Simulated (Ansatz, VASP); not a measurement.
## One calculation of Ag, two programs

The input INCAR:

```
SYSTEM = Ag
PREC = Accurate
ENCUT = 520
EDIFF = 1E-6
ISMEAR = 0
SIGMA = 0.2
LREAL = .False.
LASPH = .True.
NELM = 100
ALGO = Normal
ISIF = 2
LWAVE = .False.
LCHARG = .True.
GGA = CA
LELF = .True.
LVHAR = .True.
NBANDS = 12
```

Contents of KPOINTS:

```
regular mesh
0
Gamma
  13 13 13
  0 0 0
```

Contents of POSCAR:

```
Ag
1.0
    0.0000000000      1.9996579419      1.9996579419
    1.9996579419      0.0000000000      1.9996579419
    1.9996579419      1.9996579419      0.0000000000
Ag
1
Direct
    0.0000000000      0.0000000000      0.0000000000
```

Input for Ansatz:

```yaml
crystal:
  lattice:
    - [0.0, 1.9996579419, 1.9996579419]
    - [1.9996579419, 0.0, 1.9996579419]
    - [1.9996579419, 1.9996579419, 0.0]
  atoms:
    - { symbol: Ag, position: [0.0, 0.0, 0.0] }
hamiltonian:
  xc: lda
  pseudopotentials:
    kind: paw
    azcp:
      Ag: "pseudopotentials/Ag.paw.azcp"
basis:
  ecutwfc: 420
  fft_grid_basis: typed
kpoints:
  mp_grid: { grid: [13, 13, 13], shift: [0, 0, 0] }
magnetization:
  spin_polarized: false
scf:
  occupations: { method: gaussian, width: 0.2 }
  lower_state_search: "off"
output:
  stress: true
```

Alike in both runs: task single point; functional LDA; k mesh 13 × 13 × 13; occupations gaussian, width 0.2 eV; no spin polarisation.

```csv
,VASP,Ansatz
version,VASP 6.6.1,Ansatz 0.2.0
potentials or method,"VASP PAW LDA potentials, release 64 (Ag), cutoff 520 eV","plane waves (420 eV) with PAW, scalar-relativistic"
valence electrons in the cell,11,19
```

|  | VASP | Ansatz | Ansatz less VASP |
| --- | --- | --- | --- |
| pressure (GPa) | 0.1 | 0.0 | -0.14 |

Ansatz warns that its potentials were made for another functional, while VASP's fit it. LDA's correlation is that of Perdew and Zunger in VASP and of Perdew and Wang (1992) in Ansatz. VASP's potentials hold 11 valence electrons a cell and Ansatz's 19, so a difference there can come from the potentials and not from the codes.
